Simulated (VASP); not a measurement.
# C2H4 in VASP: further runs, part 2 of 2

VASP 6.6.1. Earlier steps stand in the parts before.

## 4. Single point, RPBE

The input, INCAR:

```
SYSTEM = H2C
ALGO = Normal
EDIFF = 1E-6
ENCUT = 520
GGA = RP
GGA_COMPAT = .FALSE.
ISIF = 2
ISMEAR = 0
LASPH = .TRUE.
LCHARG = .FALSE.
LREAL = .FALSE.
LWAVE = .FALSE.
NBANDS = 15
NELM = 120
NELMDL = -8
PREC = Accurate
SIGMA = 0.01
```

The input, KPOINTS:

```
k-points
0
G
  1 1 1
  0 0 0
```

The input, POSCAR:

```
H2C
1.0
   12.0000000000      0.0000000000      0.0000000000
    0.0000000000     12.5000000000      0.0000000000
    0.0000000000      0.0000000000     13.0000000000
C H
2 4
Direct
    0.5000000000      0.5000000000      0.5512393249
    0.5000000000      0.5000000000      0.4487606751
    0.5000000000      0.5742480162      0.5953335202
    0.5000000000      0.4257519838      0.5953335202
    0.5000000000      0.5742480162      0.4046664798
    0.5000000000      0.4257519838      0.4046664798
```

Potentials or basis: VASP PAW PBE potentials, release 64 (C, H).

On the command line:

```bash
$ cat potpaw_PBE.64/C/POTCAR potpaw_PBE.64/H/POTCAR > POTCAR
$ mpirun -np 1 vasp_gam > vasp.out
```

OUTCAR:

```text
SYSTEM = H2C
   EDIFF = 1E-6
   ENCUT = 520
   GGA = RP
   ISIF = 2
   ISMEAR = 0
   LASPH = .TRUE.
   LREAL = .FALSE.
   NELM = 120
   NELMDL = -8
   PREC = Accurate

 ion  position               nearest neighbor table
   1  0.500  0.500  0.551-   3 1.09   4 1.09   2 1.33
   2  0.500  0.500  0.449-   5 1.09   6 1.09   1 1.33
   3  0.500  0.574  0.595-   1 1.09
   4  0.500  0.426  0.595-   1 1.09
   5  0.500  0.574  0.405-   2 1.09
   6  0.500  0.426  0.405-   2 1.09

  LATTYP: Found a simple orthorhombic cell.
 ALAT       =    12.0000000000
 B/A-ratio  =     1.0416666667
 C/A-ratio  =     1.0833333333

  Lattice vectors:

 A1 = (  12.0000000000,   0.0000000000,   0.0000000000)
 A2 = (   0.0000000000,  12.5000000000,   0.0000000000)
 A3 = (   0.0000000000,   0.0000000000,  13.0000000000)

Analysis of symmetry for initial positions (statically):
=====================================================================
 Subroutine PRICEL returns:
 Original cell was already a primitive cell.

 Routine SETGRP: Setting up the symmetry group for a
 simple orthorhombic supercell.

 Subroutine GETGRP returns: Found  8 space group operations
 (whereof  8 operations were pure point group operations)
 out of a pool of  8 trial point group operations.

The static configuration has the point symmetry D_2h.

Analysis of symmetry for dynamics (positions and initial velocities):
=====================================================================
 Subroutine PRICEL returns:
 Original cell was already a primitive cell.

 Routine SETGRP: Setting up the symmetry group for a
 simple orthorhombic supercell.

 Subroutine GETGRP returns: Found  8 space group operations
 (whereof  8 operations were pure point group operations)
 out of a pool of  8 trial point group operations.

The dynamic configuration has the point symmetry D_2h.

 Subroutine INISYM returns: Found  8 space group operations
 (whereof  8 operations are pure point group operations),
 and found     1 'primitive' translations

----------------------------------------------------------------------------------------

                                     Primitive cell

  volume of cell :    1950.0000

  direct lattice vectors                    reciprocal lattice vectors
    12.000000000  0.000000000  0.000000000     0.083333333  0.000000000  0.000000000
     0.000000000 12.500000000  0.000000000     0.000000000  0.080000000  0.000000000
     0.000000000  0.000000000 13.000000000     0.000000000  0.000000000  0.076923077

  length of vectors
    12.000000000 12.500000000 13.000000000     0.083333333  0.080000000  0.076923077

  position of ions in fractional coordinates (direct lattice)
     0.500000000  0.500000000  0.551239325
     0.500000000  0.500000000  0.448760675
     0.500000000  0.574248016  0.595333520
     0.500000000  0.425751984  0.595333520
     0.500000000  0.574248016  0.404666480
     0.500000000  0.425751984  0.404666480

  ion indices of the primitive-cell ions
   primitive index   ion index
                 1           1
                 2           2
                 3           3
                 4           4
                 5           5
                 6           6

----------------------------------------------------------------------------------------

 KPOINTS: k-points

Automatic generation of k-mesh.
 Grid dimensions read from file:
 generate k-points for:    1    1    1

 Generating k-lattice:

  Cartesian coordinates                     Fractional coordinates (reciprocal lattice)
     0.083333333  0.000000000  0.000000000     1.000000000  0.000000000  0.000000000
     0.000000000  0.080000000  0.000000000     0.000000000  1.000000000  0.000000000
     0.000000000  0.000000000  0.076923077     0.000000000  0.000000000  1.000000000

  Length of vectors
     0.083333333  0.080000000  0.076923077

  Shift w.r.t. Gamma in fractional coordinates (k-lattice)
     0.000000000  0.000000000  0.000000000

 Subroutine IBZKPT returns following result:
 ===========================================

 Found      1 irreducible k-points:

 Following reciprocal coordinates:
            Coordinates               Weight
  0.000000  0.000000  0.000000      1.000000
   k-points           NKPTS =      1   k-points in BZ     NKDIM =      1   number of bands    NBANDS=     15
   number of dos      NEDOS =    301   number of ions     NIONS =      6
   total plane-waves  NPLWV = 846720
   dimension x,y,z NGX =    90 NGY =   96 NGZ =   98
   dimension x,y,z NGXF=   180 NGYF=  192 NGZF=  196
   ions per type =               2   4
   NGX,Y,Z   is equivalent  to a cutoff of  12.47, 12.77, 12.53 a.u.
   NGXF,Y,Z  is equivalent  to a cutoff of  24.94, 25.54, 25.06 a.u.
 SYSTEM =  H2C
   PREC   = accura    normal or accurate (medium, high low for compatibility)
   ISTART =      0    job   : 0-new  1-cont  2-samecut
   ICHARG =      2    charge: 1-file 2-atom 10-const
   ISPIN  =      1    spin polarized calculation?
   LNONCOLLINEAR =      F non collinear calculations
   LSORBIT =      F    spin-orbit coupling
   LASPH  =      T    aspherical Exc in radial PAW
   ENCUT  =  520.0 eV  38.22 Ry    6.18 a.u.  22.31 23.24 24.17*2*pi/ulx,y,z
   NELM   =    120;   NELMIN=  2; NELMDL= -8     # of ELM steps
   EDIFF  = 0.1E-05   stopping-criterion for ELM
   LREAL  =      F    real-space projection
   EDIFFG = 0.1E-04   stopping-criterion for IOM
   NSW    =      0    number of steps for IOM
   IBRION =     -1    ionic relax: 0-MD 1-quasi-New 2-CG
   NFREE  =      0    steps in history (QN), initial steepest desc. (CG)
   ISIF   =      2    stress and relaxation
   ISYM   =      2    0-nonsym 1-usesym 2-fastsym
   POTIM  = 0.5000    time-step for ionic-motion
   TEBEG  =    0.0;   TEEND  =   0.0 temperature during run
   PSTRESS=    0.0 pullay stress
   NELECT =      12.0000    total number of electrons
   NUPDOWN=      -1.0000    fix difference up-down
   EMIN   =  10.00;   EMAX   =-10.00  energy-range for DOS
   EFERMI =   0.00;   METHOD = LEGACY
   ISMEAR =     0;   SIGMA  =   0.01  broadening in eV -4-tet -1-fermi 0-gaus
   EFERMI_NEDOS =   21; number of points for ismear=-14 and -15
   IALGO  =     38    algorithm
   IMIX   =      4    mixing-type and parameters
     AMIX     =   0.40;   BMIX     =  1.00
     AMIX_MAG =   1.60;   BMIX_MAG =  1.00
  volume/ion in A,a.u.               =     325.00      2193.21
  Fermi-wavevector in a.u.,A,eV,Ry     =   0.300002  0.566921  1.224538  0.090001
  Thomas-Fermi vector in A             =   1.167927
   LORBIT       =      0    0 simple, 1 ext, 2 COOP (PROOUT), +10 PAW based schemes
   GGA     = RP    functional components
   LHFCALC =     F    Hartree Fock is set to
   AEXX    =    0.0000 exact exchange contribution
   IVDW    =     0    specifies the selected vdW correction
   LEPSILON=     F    determine dielectric tensor
   LRPA    =     F    only Hartree local field effects (RPA)
 non-spin polarized calculation
 Gauss-broadening in eV      SIGMA  =   0.01
  energy-cutoff  :      520.00
  volume of cell :     1950.00
 maximum number of plane-waves:     26244
 NGX is ok and might be reduce to    90
   NGX = 45   NGY = 47   NGZ = 49

 number of electron      11.9999997 magnetization

 Free energy of the ion-electron system (eV)
  ---------------------------------------------------
  ext. energy  EPLUGINS =         0.00000000
  ---------------------------------------------------
  free energy    TOTEN  =       -31.67574626 eV

  energy without entropy =      -31.67574626  energy(sigma->0) =      -31.67574626

 E-fermi :  -6.5061     XC(G=0):  -0.4961

 val. band max:       -6.6091419444   @ k =   0.0000   0.0000   0.0000
 cond. band min:      -0.9325023000   @ k =   0.0000   0.0000   0.0000
 fundamental gap:      5.6766396444
 Fermi energy:        -6.5060666791

 k-point     1 :       0.0000    0.0000    0.0000
  band No.  band energies     occupation
      1     -18.7331      2.00000
      2     -14.1414      2.00000
      3     -11.3296      2.00000
      4     -10.0534      2.00000
      5      -8.4082      2.00000
      6      -6.6091      2.00000
      7      -0.9325      0.00000
      8      -0.4203      0.00000
      9       0.2715      0.00000
     10       0.3517      0.00000
     11       0.5508      0.00000
     12       0.7242      0.00000
     13       0.8155      0.00000
     14       0.8589      0.00000
     15       1.4172      0.00000

------------------------ aborting loop because EDIFF is reached ----------------------------------------

  FORCE on cell =-STRESS in cart. coord.  units (eV):
  Direction    XX          YY          ZZ          XY          YZ          ZX
  --------------------------------------------------------------------------------------
  -------------------------------------------------------------------------------------
  Total       -0.0677836      0.0621944      0.5135670      0.0000000      0.0000000      0.0000000
  in kB       -0.0556930      0.0511007      0.4219617      0.0000000      0.0000000      0.0000000
  external PRESSURE =       0.1391231 kB  Pullay stress =       0.0000000 kB

 VOLUME and BASIS-vectors are now :
 -----------------------------------------------------------------------------
  energy-cutoff  :      520.00
  volume of cell :     1950.00
      direct lattice vectors                 reciprocal lattice vectors
    12.000000000  0.000000000  0.000000000     0.083333333  0.000000000  0.000000000
     0.000000000 12.500000000  0.000000000     0.000000000  0.080000000  0.000000000
     0.000000000  0.000000000 13.000000000     0.000000000  0.000000000  0.076923077

 POSITION                                       TOTAL-FORCE (eV/Angst)
 -----------------------------------------------------------------------------------
      6.00000      6.25000      7.16611        -0.000000      0.000000      0.288352
      6.00000      6.25000      5.83389        -0.000000      0.000000     -0.288352
      6.00000      7.17810      7.73934        -0.000000      0.038314      0.041234
      6.00000      5.32190      7.73934         0.000000     -0.038314      0.041234
      6.00000      7.17810      5.26066        -0.000000      0.038314     -0.041234
      6.00000      5.32190      5.26066        -0.000000     -0.038314     -0.041234
 -----------------------------------------------------------------------------------
    total drift:                                0.000000     -0.000000      0.000000

  FREE ENERGIE OF THE ION-ELECTRON SYSTEM (eV)
  ---------------------------------------------------
  free  energy   TOTEN  =       -31.6757462645 eV

  energy  without entropy=      -31.6757462645  energy(sigma->0) =      -31.67574626
```

Wall time 84 s (1 thread of Intel Xeon 6975P-C (Granite Rapids), shared host); peak memory 1.3 GiB.

What came out:

| Item | Value |
| --- | --- |
| Free energy | -31.6757 eV |
| Largest force | 0.288 eV/Å |
| Gap between the frontier levels | 5.68 eV |

Forces in eV/Å, atoms in the order of the input:
```
C    0.000  0.000  0.288
C    0.000  0.000 -0.288
H    0.000  0.038  0.041
H    0.000 -0.038  0.041
H    0.000  0.038 -0.041
H    0.000 -0.038 -0.041
```

Levels at points of the mesh, in eV from the valence-band top:
| k point | band 4 | band 5 | band 6 | band 7 | band 8 | band 9 |
| --- | --- | --- | --- | --- | --- | --- |
| (0.00, 0.00, 0.00) | -3.44 | -1.80 | 0.00 | 5.68 | 6.19 | 6.88 |

Caveat: the PAW data sets were made with another functional, which shifts forces and pressure a little.

## 5. Overview

| level | potentials or basis | gap on the mesh (eV) | largest force (eV/Å) |
| --- | --- | --- | --- |
| LDA | VASP PAW LDA potentials, release 64 (C, H) | 5.65 | 0.60 |
| PBE+D3(BJ) | VASP PAW PBE potentials, release 64 (C, H) | 5.68 | 0.03 |
| RPBE | VASP PAW PBE potentials, release 64 (C, H) | 5.68 | 0.29 |

Alike in all rows: task single point; no spin polarisation; cell as given; k mesh 1 × 1 × 1; cutoff (eV) 520; smearing gaussian 0.01 eV.

Caveats: the PAW data sets were made with another functional, which shifts forces and pressure a little (at least some runs).

Total energies depend on the potentials used, so only differences within one code and one set of settings carry meaning.
